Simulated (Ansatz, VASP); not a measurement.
RbNaPt6 in VASP and in Ansatz

```
Rb Na Pt
1.0
     4.25378    0.00000    0.00000
     0.00000    4.25378    0.00000
     0.00000    0.00000    8.48167
Rb Na Pt
1 1 6
Direct
  0.00000 0.00000 0.00000
  0.00000 0.00000 0.50000
  0.50000 0.50000 0.00000
  0.50000 0.50000 0.50000
  0.50000 0.00000 0.24156
  0.50000 0.00000 0.75844
  0.00000 0.50000 0.24156
  0.00000 0.50000 0.75844
```

Change from the starting cell: species swapped into the LaCePd6 type (P4/mmm, No. 123).

Alike in both runs: task single point; functional PBE; k mesh 4 × 4 × 2; occupations gaussian, width 0.1 eV; no spin polarisation.

```csv
,VASP,Ansatz
version,VASP 6.6.1,Ansatz 0.2.0
potentials or method,"VASP PAW PBE potentials, release 64 (Rb_sv, Na_pv, Pt), cutoff 520 eV","scalar-relativistic, plane waves, PAW"
valence electrons in the cell,76,126
```

|  | VASP | Ansatz | Ansatz less VASP |
| --- | --- | --- | --- |
| gap on the k mesh at the Fermi level (eV) | none | none | - |
| pressure (GPa) | -8.1 | -8.2 | -0.10 |
| traceless stress, the component that is largest in VASP (GPa) | -0.10 | -0.11 | -0.002 |
| rms of the force components (eV/Å) | 0.489 | 0.482 | -0.0075 |

Atom by atom the forces differ by 0.008 eV/Å (rms over components). A gap of «none» marks a metal or a gap that the smearing closes. The functional is the same, so the differences come from potentials, cutoffs and numerics. VASP's potentials hold 76 valence electrons a cell and Ansatz's 126, so a difference there can come from the potentials and not from the codes.

The k mesh is coarse, so the values compare programs but aren't converged. Neither program's run includes spin-orbit coupling.
